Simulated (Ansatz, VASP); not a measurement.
# Li2Se in VASP and in Ansatz

File POSCAR:

```
Li2Se
1.0
    0.0000000000      3.0521182200      3.0521182200
    3.0521182200      0.0000000000      3.0521182200
    3.0521182200      3.0521182200      0.0000000000
Li Se
2 1
Direct
    0.2500000000      0.2500000000      0.2500000000
    0.7500000000      0.7500000000      0.7500000000
    0.0000000000      0.0000000000      0.0000000000
```

Contents of INCAR.step1:

```
SYSTEM = Li2Se
PREC     = Accurate       ! precision mode
ENCUT    = 830            ! plane-wave cutoff, eV
ISMEAR   = 0              ! smearing method
SIGMA    = 0.02           ! smearing width, eV
LREAL    = .False.        ! projectors in reciprocal space
LASPH    = .True.         ! aspherical terms in the spheres
NELM     = 120            ! most SCF steps
NBANDS   = 13             ! bands
GGA      = PE             ! functional
ALGO     = Normal         ! electronic algorithm
EDIFF    = 1E-5           ! SCF threshold, eV
LWAVE    = .True.         ! write WAVECAR
LCHARG   = .False.        ! write CHGCAR
GGA_COMPAT= .False.
```

Contents of INCAR.step2:

```
SYSTEM = Li2Se
PREC     = Accurate       ! precision mode
ENCUT    = 830            ! plane-wave cutoff, eV
EDIFF    = 1E-6           ! SCF threshold, eV
ISMEAR   = 0              ! smearing method
SIGMA    = 0.02           ! smearing width, eV
LREAL    = .False.        ! projectors in reciprocal space
LASPH    = .True.         ! aspherical terms in the spheres
NELM     = 120            ! most SCF steps
ALGO     = Normal         ! electronic algorithm
ISIF     = 2              ! what is computed and relaxed
LWAVE    = .False.        ! write WAVECAR
LCHARG   = .False.        ! write CHGCAR
METAGGA  = R2SCAN         ! meta-GGA
LMIXTAU  = .True.       
NBANDS   = 13             ! bands
ISTART   = 1            
GGA_COMPAT= .False.
```

File KPOINTS:

```
regular mesh
0
Gamma
  8 8 8
  0 0 0
```

Input for Ansatz:

```yaml
crystal:
  lattice:
    - [0.0, 3.05211822, 3.05211822]
    - [3.05211822, 0.0, 3.05211822]
    - [3.05211822, 3.05211822, 0.0]
  atoms:
    - { symbol: Li, position: [0.25, 0.25, 0.25] }
    - { symbol: Li, position: [0.75, 0.75, 0.75] }
    - { symbol: Se, position: [0.0, 0.0, 0.0] }
basis:
  ecutwfc: 500
kpoints:
  mp_grid: { grid: [8, 8, 8] }
hamiltonian:
  xc: r2scan
scf:
  occupations: { method: gaussian, width: 0.02 }
output:
  forces: true
  stress: true
  eigenvalues: true
```

Alike in both runs: task single point; functional r2SCAN; k mesh 8 × 8 × 8; occupations gaussian, width 0.02 eV; no spin polarisation.

|  | VASP | Ansatz |
| --- | --- | --- |
| version | VASP 6.6.1 | Ansatz 0.2.0 |
| potentials or method | VASP PAW PBE potentials, release 64 (Li_sv, Se), cutoff 830 eV | scalar-relativistic, plane waves, PAW |
| valence electrons in the cell | 12 | 22 |

```tsv
	VASP	Ansatz	Ansatz less VASP
gap on the k mesh at the Fermi level (eV)	3.49	3.51	+0.022
least direct gap on the mesh (eV)	3.91	3.84	-0.074
pressure (GPa)	-2.0	-1.9	+0.18
```

VASP's potentials were made for PBE, not for r2SCAN. VASP's potentials hold 12 valence electrons a cell and Ansatz's 22, so a difference there can come from the potentials and not from the codes.
